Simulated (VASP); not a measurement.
# Ga (I4/mmm) in VASP: single point with r2SCAN

Aim: the single point of Ga with r2SCAN.

Everything below comes from runs of VASP 6.6.1. Logs are shortened: lines on timing, memory, paths and dates and some standing lists are left out, and cuts for length are marked.

**1. The cell of the first run**

It takes space group I4/mmm (No. 139, tetragonal). The conventional cell has a = 3.581 Å, b = 3.581 Å, c = 2.949 Å, α = 90.00°, β = 90.00°, γ = 90.00°. Within 3.9 Å of Ga (site symmetry 4/mmm) lie 14 Ga at 2.93 to 3.58 Å.

**2. Single point, r2SCAN**

File POSCAR:

```
Ga
1.0
   -1.7906290000      1.7906290000      1.4743150000
    1.7906290000     -1.7906290000      1.4743150000
    1.7906290000      1.7906290000     -1.4743150000
Ga
1
Direct
    0.0000000000      0.0000000000      0.0000000000
```

File INCAR.step1:

```
SYSTEM = Ga
ALGO     = Normal         ! electronic algorithm
EDIFF    = 1E-4           ! SCF threshold, eV
ENCUT    = 520            ! plane-wave cutoff, eV
GGA      = PE             ! functional
ISMEAR   = -1             ! smearing method
LASPH    = .True.         ! aspherical terms in the spheres
LCHARG   = .False.        ! write CHGCAR
LREAL    = .False.        ! projectors in reciprocal space
LWAVE    = .True.         ! write WAVECAR
NBANDS   = 12             ! bands
NELM     = 100            ! most SCF steps
PREC     = Accurate       ! precision mode
SIGMA    = 0.1            ! smearing width, eV
```

File INCAR.step2:

```
SYSTEM = Ga
ALGO     = Normal         ! electronic algorithm
EDIFF    = 1E-6           ! SCF threshold, eV
ENCUT    = 520            ! plane-wave cutoff, eV
ISIF     = 2              ! what is computed and relaxed
ISMEAR   = -1             ! smearing method
ISTART   = 1            
LASPH    = .True.         ! aspherical terms in the spheres
LCHARG   = .False.        ! write CHGCAR
LMIXTAU  = .True.       
LREAL    = .False.        ! projectors in reciprocal space
LWAVE    = .False.        ! write WAVECAR
METAGGA  = R2SCAN         ! meta-GGA
NBANDS   = 12             ! bands
NELM     = 100            ! most SCF steps
PREC     = Accurate       ! precision mode
SIGMA    = 0.1            ! smearing width, eV
```

File KPOINTS:

```
k-points
0
Gamma
  15 15 15
  0 0 0
```

Potentials or basis: VASP PAW PBE potentials, release 64 (Ga_d).

Launch:

```bash
$ cat potpaw_PBE.64/Ga_d/POTCAR > POTCAR
$ cp INCAR.step1 INCAR
$ mpirun -np 1 vasp_std > vasp.out
$ cp INCAR.step2 INCAR
$ mpirun -np 1 vasp_std > vasp.out
```

OUTCAR:

```text
SYSTEM = Ga
   EDIFF = 1E-6
   ENCUT = 520
   ISIF = 2
   ISMEAR = -1
   ISTART = 1
   LASPH = .True.
   LREAL = .False.
   METAGGA = R2SCAN
   NELM = 100
   PREC = Accurate

 ion  position               nearest neighbor table
   1  0.000  0.000  0.000-

  LATTYP: Found a body centered tetragonal cell.
 ALAT       =     3.5812580000
 C/A-ratio  =     0.8233503423

  Lattice vectors:

 A1 = (  -1.7906290000,   1.7906290000,   1.4743150000)
 A2 = (   1.7906290000,  -1.7906290000,   1.4743150000)
 A3 = (   1.7906290000,   1.7906290000,  -1.4743150000)

Analysis of symmetry for initial positions (statically):
=====================================================================
 Subroutine PRICEL returns:
 Original cell was already a primitive cell.

 Routine SETGRP: Setting up the symmetry group for a
 body centered tetragonal supercell.

 Subroutine GETGRP returns: Found 16 space group operations
 (whereof 16 operations were pure point group operations)
 out of a pool of 16 trial point group operations.

The static configuration has the point symmetry D_4h.

Analysis of symmetry for dynamics (positions and initial velocities):
=====================================================================
 Subroutine PRICEL returns:
 Original cell was already a primitive cell.

 Routine SETGRP: Setting up the symmetry group for a
 body centered tetragonal supercell.

 Subroutine GETGRP returns: Found 16 space group operations
 (whereof 16 operations were pure point group operations)
 out of a pool of 16 trial point group operations.

The dynamic configuration has the point symmetry D_4h.

 Subroutine INISYM returns: Found 16 space group operations
 (whereof 16 operations are pure point group operations),
 and found     1 'primitive' translations

----------------------------------------------------------------------------------------

                                     Primitive cell

  volume of cell :      18.9087

  direct lattice vectors                    reciprocal lattice vectors
    -1.790629000  1.790629000  1.474315000     0.000000000  0.279231488  0.339140550
     1.790629000 -1.790629000  1.474315000     0.279231488  0.000000000  0.339140550
     1.790629000  1.790629000 -1.474315000     0.279231488  0.279231488  0.000000000

  length of vectors
     2.930240460  2.930240460  2.930240460     0.439302329  0.439302329  0.394892957

  position of ions in fractional coordinates (direct lattice)
     0.000000000  0.000000000  0.000000000

  ion indices of the primitive-cell ions
   primitive index   ion index
                 1           1

----------------------------------------------------------------------------------------

 KPOINTS: k-points

Automatic generation of k-mesh.
 Grid dimensions read from file:
 generate k-points for:   15   15   15

 Generating k-lattice:

  Cartesian coordinates                     Fractional coordinates (reciprocal lattice)
     0.000000000  0.018615433  0.022609370     0.066666667  0.000000000  0.000000000
     0.018615433  0.000000000  0.022609370     0.000000000  0.066666667  0.000000000
     0.018615433  0.018615433  0.000000000     0.000000000  0.000000000  0.066666667

  Length of vectors
     0.029286822  0.029286822  0.026326197

  Shift w.r.t. Gamma in fractional coordinates (k-lattice)
     0.000000000  0.000000000  0.000000000

 Subroutine IBZKPT returns following result:
 ===========================================

 Found    288 irreducible k-points:

 Following reciprocal coordinates:
            Coordinates               Weight
  0.000000  0.000000  0.000000      1.000000
  0.066667 -0.000000  0.000000      8.000000
  0.133333  0.000000 -0.000000      8.000000
  0.200000  0.000000 -0.000000      8.000000
  0.266667  0.000000 -0.000000      8.000000
  0.333333  0.000000 -0.000000      8.000000
[... 16 lines left out ...]
  0.133333  0.133333 -0.000000      8.000000
  0.200000  0.133333 -0.000000     16.000000
 [... further k-points ...]
   k-points           NKPTS =    288   k-points in BZ     NKDIM =    288   number of bands    NBANDS=     12
   number of dos      NEDOS =    301   number of ions     NIONS =      1
   total plane-waves  NPLWV =  13824
   dimension x,y,z NGX =    24 NGY =   24 NGZ =   24
   dimension x,y,z NGXF=    48 NGYF=   48 NGZF=   48
   ions per type =               1
   NGX,Y,Z   is equivalent  to a cutoff of  13.62, 13.62, 13.62 a.u.
   NGXF,Y,Z  is equivalent  to a cutoff of  27.23, 27.23, 27.23 a.u.
 SYSTEM =  Ga
   PREC   = accura    normal or accurate (medium, high low for compatibility)
   ISTART =      1    job   : 0-new  1-cont  2-samecut
   ICHARG =      0    charge: 1-file 2-atom 10-const
   ISPIN  =      1    spin polarized calculation?
   LNONCOLLINEAR =      F non collinear calculations
   LSORBIT =      F    spin-orbit coupling
   LASPH  =      T    aspherical Exc in radial PAW
   ENCUT  =  520.0 eV  38.22 Ry    6.18 a.u.   5.45  5.45  5.45*2*pi/ulx,y,z
   NELM   =    100;   NELMIN=  2; NELMDL=  0     # of ELM steps
   EDIFF  = 0.1E-05   stopping-criterion for ELM
   LREAL  =      F    real-space projection
[... 7 lines left out ...]
   TEBEG  =    0.0;   TEEND  =   0.0 temperature during run
   PSTRESS=    0.0 pullay stress
   NELECT =      13.0000    total number of electrons
   NUPDOWN=      -1.0000    fix difference up-down
   EMIN   =  10.00;   EMAX   =-10.00  energy-range for DOS
   EFERMI =   0.00;   METHOD = LEGACY
   ISMEAR =    -1;   SIGMA  =   0.10  broadening in eV -4-tet -1-fermi 0-gaus
   EFERMI_NEDOS =   21; number of points for ismear=-14 and -15
   IALGO  =     38    algorithm
   IMIX   =      4    mixing-type and parameters
     AMIX     =   0.40;   BMIX     =  1.00
     AMIX_MAG =   1.60;   BMIX_MAG =  1.00
  volume/ion in A,a.u.               =      18.91       127.60
  Fermi-wavevector in a.u.,A,eV,Ry     =   1.444892  2.730450 28.405066  2.087713
  Thomas-Fermi vector in A             =   2.563136
   LORBIT       =      0    0 simple, 1 ext, 2 COOP (PROOUT), +10 PAW based schemes
   METAGGA = R2SCAN    functional components
   LHFCALC =     F    Hartree Fock is set to
   AEXX    =    0.0000 exact exchange contribution
   IVDW    =     0    specifies the selected vdW correction
   LEPSILON=     F    determine dielectric tensor
   LRPA    =     F    only Hartree local field effects (RPA)
 non-spin polarized calculation
  energy-cutoff  :      520.00
  volume of cell :       18.91
 maximum number of plane-waves:       529
 NGX is ok and might be reduce to    24
   NGX = 11   NGY = 11   NGZ = 11

 number of electron      12.9999993 magnetization

 Free energy of the ion-electron system (eV)
  ---------------------------------------------------
  ext. energy  EPLUGINS =         0.00000000
  ---------------------------------------------------
  free energy    TOTEN  =       -11.28905941 eV

  energy without entropy =      -11.27530812  energy(sigma->0) =      -11.28218377

 E-fermi :   5.4131     XC(G=0): -12.1503

 val. band max:        5.4085316263   @ k =   0.2667   0.2667   0.2000
 cond. band min:       5.4290196470   @ k =  -0.3333  -0.4000   0.1333
 fundamental gap:      0.0204880207
 Fermi energy:         5.4130555748

 k-point     1 :       0.0000    0.0000    0.0000
  band No.  band energies     occupation
      1     -10.1261      2.00000
      2      -9.9858      2.00000
      3      -9.9858      2.00000
      4      -9.9696      2.00000
      5      -9.8297      2.00000
      6      -6.2077      2.00000
      7      17.0638      0.00000
      8      17.0639      0.00000
      9      20.1074      0.00000
     10      20.5808      0.00000
     11      22.3087      0.00000
     12      24.7397      0.00000

 k-point     2 :       0.0667   -0.0000    0.0000
  band No.  band energies     occupation
      1     -10.1193      2.00000
      2      -9.9873      2.00000
      3      -9.9852      2.00000
      4      -9.9622      2.00000
      5      -9.8337      2.00000
      6      -6.0695      2.00000
      7      16.4293      0.00000
      8      16.7044      0.00000
      9      19.4566      0.00000
     10      20.8113      0.00000
     11      22.6076      0.00000
     12      23.2304      0.00000

 k-point     3 :       0.1333    0.0000   -0.0000
  band No.  band energies     occupation
      1     -10.1072      2.00000
      2      -9.9960      2.00000
      3      -9.9762      2.00000
      4      -9.9390      2.00000
      5      -9.8444      2.00000
      6      -5.6524      2.00000
      7      15.3273      0.00000
      8      15.7441      0.00000
      9      17.0338      0.00000
     10      20.7054      0.00000
     11      21.2945      0.00000
     12      23.3026      0.00000

 k-point     4 :       0.2000    0.0000   -0.0000
  band No.  band energies     occupation
      1     -10.1075      2.00000
      2     -10.0157      2.00000
      3      -9.9442      2.00000
      4      -9.9038      2.00000
      5      -9.8581      2.00000
      6      -4.9517      2.00000
      7      13.4257      0.00000
      8      14.2838      0.00000
      9      15.5268      0.00000
     10      19.3306      0.00000
     11      19.9615      0.00000
     12      24.6401      0.00000

 k-point     5 :       0.2667    0.0000   -0.0000
  band No.  band energies     occupation
      1     -10.1231      2.00000
      2     -10.0459      2.00000
      3      -9.8910      2.00000
      4      -9.8714      2.00000
      5      -9.8620      2.00000
      6      -3.9647      2.00000
      7      10.5174      0.00000
      8      13.4079      0.00000
      9      14.7624      0.00000
     10      18.1102      0.00000
     11      18.8166      0.00000
     12      24.7807      0.00000
[... 228 lines left out ...]
      1     -10.1110      2.00000
      2      -9.9909      2.00000
      3      -9.9743      2.00000
      4      -9.9604      2.00000
      5      -9.8391      2.00000
      6      -5.8452      2.00000
      7      14.1687      0.00000
      8      16.7464      0.00000
      9      18.5290      0.00000
     10      21.5400      0.00000
     11      22.4358      0.00000
     12      23.0951      0.00000

 k-point    22 :      -0.0667    0.0667    0.0000
  band No.  band energies     occupation
      1     -10.1207      2.00000
      2      -9.9878      2.00000
      3      -9.9760      2.00000
      4      -9.9734      2.00000
      5      -9.8326      2.00000
      6      -6.0960      2.00000
      7      15.4022      0.00000
      8      17.1458      0.00000
      9      20.1162      0.00000
     10      20.9723      0.00000
     11      22.6312      0.00000
     12      24.2386      0.00000

 k-point    23 :       0.1333    0.1333   -0.0000
  band No.  band energies     occupation
      1     -10.1054      2.00000
      2     -10.0227      2.00000
      3      -9.9491      2.00000
      4      -9.8694      2.00000
      5      -9.8609      2.00000
      6      -4.4177      2.00000
      7      12.3806      0.00000
      8      14.0526      0.00000
      9      14.0876      0.00000
     10      19.9999      0.00000
     11      20.0425      0.00000
     12      22.3941      0.00000

 k-point    24 :       0.2000    0.1333   -0.0000
  band No.  band energies     occupation
      1     -10.1213      2.00000
      2     -10.0405      2.00000
      3      -9.9123      2.00000
      4      -9.8821      2.00000
      5      -9.8205      2.00000
      6      -3.3715      2.00000
      7       9.9856      0.00000
      8      12.2995      0.00000
      9      13.3348      0.00000
     10      19.3163      0.00000
     11      20.0984      0.00000
     12      22.1951      0.00000

 [... further k-points ...]

------------------------ aborting loop because EDIFF is reached ----------------------------------------

  FORCE on cell =-STRESS in cart. coord.  units (eV):
  Direction    XX          YY          ZZ          XY          YZ          ZX
  --------------------------------------------------------------------------------------
  -------------------------------------------------------------------------------------
  Total       -0.2459858     -0.2459858     -0.3698776      0.0000000      0.0000000      0.0000000
  in kB      -20.8429430    -20.8429430    -31.3405866      0.0000000      0.0000000      0.0000000
  external PRESSURE =     -24.3421575 kB  Pullay stress =       0.0000000 kB

 VOLUME and BASIS-vectors are now :
 -----------------------------------------------------------------------------
  energy-cutoff  :      520.00
  volume of cell :       18.91
      direct lattice vectors                 reciprocal lattice vectors
    -1.790629000  1.790629000  1.474315000     0.000000000  0.279231488  0.339140550
     1.790629000 -1.790629000  1.474315000     0.279231488  0.000000000  0.339140550
     1.790629000  1.790629000 -1.474315000     0.279231488  0.279231488  0.000000000

 POSITION                                       TOTAL-FORCE (eV/Angst)
 -----------------------------------------------------------------------------------
      0.00000      0.00000      0.00000         0.000000     -0.000000      0.000000
 -----------------------------------------------------------------------------------
    total drift:                                0.000000      0.000000     -0.000000

  FREE ENERGIE OF THE ION-ELECTRON SYSTEM (eV)
  ---------------------------------------------------
  free  energy   TOTEN  =       -11.2890594149 eV

  energy  without entropy=      -11.2753081208  energy(sigma->0) =      -11.28218377
```

Wall time 57 s (1 thread of Intel Xeon 6975P-C (Granite Rapids), shared host); peak memory 0.19 GiB.

What came out:

- Free energy: -11.2891 eV
- Pressure: -2.4 GPa
- Band gap on the k mesh: zero (an odd number of electrons rules out a gap without spin polarisation)

Caveat: the PAW data sets were made with another functional, which shifts forces and pressure a little.
